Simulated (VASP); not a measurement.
# TiO2: single point with BLYP

The system is TiO2.

```xyz
6
Lattice="4.6303 0.0000 0.0000 0.0000 4.6303 0.0000 0.0000 0.0000 2.9788" Properties=species:S:1:pos:R:3 pbc="T T T"
Ti    0.0000    0.0000    1.4894
Ti    2.3152    2.3152    0.0000
O     1.4091    1.4091    1.4894
O     0.9061    3.7242    0.0000
O     3.7242    0.9061    0.0000
O     3.2212    3.2212    1.4894
```

| Property | Result |
| --- | --- |
| Program | VASP 6.6.1 |
| Task | single point |
| Functional | BLYP |
| Potentials or basis | VASP PAW PBE potentials, release 64 (Ti_sv, O) |
| Cutoff | 520 eV |
| k mesh | 6 × 6 × 9 |
| Occupations | fermi-dirac, width 0.05 eV |
| Spin | no spin polarisation |
| Dipole correction | no |
| Further INCAR settings | ALGO = Normal; EDIFF = 1e-06; NBANDS = 33 |

The pressure is 6.0 GPa. The largest force is 0.008 eV/Å and the band gap on the k mesh is 1.78 eV.

Forces in eV/Å, atoms in the order of the input:
```
Ti   0.000  0.000  0.000
Ti   0.000  0.000  0.000
O   -0.006 -0.006  0.000
O    0.006 -0.006  0.000
O   -0.006  0.006  0.000
O    0.006  0.006  0.000
```

Stress tensor (GPa, compression positive):
```
6.16 0.00 0.00
0.00 6.16 0.00
0.00 0.00 5.67
```

Levels at points of the mesh, in eV from the valence-band top:
```
           k point  band 22  band 23  band 24  band 25  band 26  band 27
(0.00, 0.00, 0.00)    -0.45    -0.45     0.00     1.78     2.07     2.28
(0.50, 0.00, 0.00)    -1.62    -0.71    -0.71     2.42     2.42     2.88
(0.50, 0.50, 0.00)    -1.29    -1.06    -1.06     1.82     1.82     2.40
```

It took 3.1 min on 1 thread of Intel Xeon 8259CL, with other jobs on the host, peak memory 0.22 GiB.

Caveat: the cell stands under pressure; the PAW data sets were made with another functional, which shifts forces and pressure a little. A k mesh can miss the band edges.
